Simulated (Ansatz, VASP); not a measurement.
Two plane-wave programs on Be3ZnTe4

```
CELL_PARAMETERS angstrom
5.79558 0.00000 0.00000
0.00000 5.79558 0.00000
0.00000 0.00000 5.79558
ATOMIC_POSITIONS crystal
Be 0.00000 0.50000 0.00000
Be 0.00000 0.00000 0.50000
Be 0.50000 0.00000 0.00000
Zn 0.50000 0.50000 0.50000
Te 0.23935 0.76065 0.76065
Te 0.23935 0.23935 0.23935
Te 0.76065 0.76065 0.23935
Te 0.76065 0.23935 0.76065
```

Alike in both runs: functional PBE; k mesh 6 × 6 × 6; occupations gaussian, width 0.02 eV; no spin polarisation.

Ansatz relaxed the structure, and its values are those at the end. VASP's run is a single point on that final structure, the one shown.

|  | VASP | Ansatz |
| --- | --- | --- |
| version | VASP 6.6.1 | Ansatz 0.2.0 |
| potentials or method | VASP PAW PBE potentials, release 64 (Be, Zn, Te), cutoff 520 eV | scalar-relativistic, plane waves, PAW |
| valence electrons in the cell | 42 | 82 |

```tsv
	VASP	Ansatz	Ansatz less VASP
gap on the k mesh at the Fermi level (eV)	1.87	1.88	+0.010
least direct gap on the mesh (eV)	1.87	1.88	+0.010
pressure (GPa)	0.1	0.0	-0.12
```

With one functional, cell and mesh, what is left measures potentials, basis and numerics. VASP's potentials hold 42 valence electrons a cell and Ansatz's 82, so a difference there can come from the potentials and not from the codes.

Spin-orbit coupling is off throughout.
